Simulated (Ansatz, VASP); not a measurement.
Au in VASP and in Ansatz

```
CELL_PARAMETERS angstrom
0.00000 2.11617 2.11617
2.11617 0.00000 2.11617
2.11617 2.11617 0.00000
ATOMIC_POSITIONS crystal
Au 0.00000 0.00000 0.00000
```

Alike in both runs: task single point; functional PBEsol; k mesh 12 × 12 × 12; occupations fermi-dirac, width 0.06 eV; no spin polarisation.

|  | VASP | Ansatz |
| --- | --- | --- |
| version | VASP 6.6.1 | Ansatz 0.2 development build |
| potentials or method | VASP PAW PBE potentials, release 64 (Au), cutoff 520 eV | all-electron full-potential LAPW, scalar-relativistic |

|  | VASP | Ansatz | Ansatz less VASP |
| --- | --- | --- | --- |
| pressure (GPa) | -13.7 | -13.6 | +0.13 |

VASP's potentials were made for PBE, not for PBEsol. Ansatz ran all-electron here, and VASP with PAW potentials.

Spin-orbit coupling is off throughout.
